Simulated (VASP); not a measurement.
A run of VASP 6.6.1 is set up as follows.

INCAR

```
SYSTEM = InO
ALGO = Normal ; EDIFF = 1E-6
ENCUT = 600 ; GGA = PE
GGA_COMPAT = .False. ; ISIF = 2
ISMEAR = 0 ; IVDW = 12
LASPH = .True. ; LCHARG = .True.
LELF = .True. ; LREAL = .False.
LVHAR = .True. ; LWAVE = .False.
NBANDS = 27 ; NELM = 120
PREC = Accurate ; SIGMA = 0.05
```

KPOINTS

```
k-points
0
Gamma
  12 12 4
  0 0 0
```

POSCAR

```
InO
1.0
    3.4767723608      0.0000000000      0.0000000000
   -1.7383861804      3.0109731876      0.0000000000
    0.0000000000      0.0000000000     15.4264321991
In O
2 2
Direct
    0.6666666667      0.3333333333      0.5895266171
    0.6666666667      0.3333333333      0.4104733829
    0.0000000000      0.0000000000      0.6398766426
    0.0000000000      0.0000000000      0.3601233574
```

Potentials or basis: VASP PAW PBE potentials, release 64 (In_d, O).

The run is started by

```console
$ cat potpaw_PBE.64/In_d/POTCAR potpaw_PBE.64/O/POTCAR > POTCAR
$ mpirun -np 1 vasp_std > vasp.out
```

Predict the dispersion energy per atom.

-0.142 eV.

What does it give for the band gap on the k mesh?

0.51 eV (least direct gap 1.09 eV).

What does it give for the largest force?

0.448 eV/Å.

Forces in eV/Å, atoms in the order of the input:
```
In   0.000  0.000  0.448
In   0.000  0.000 -0.448
O    0.000  0.000 -0.025
O    0.000  0.000  0.025
```

Caveat: spin-orbit coupling is left out, which moves the levels of the heavy elements.
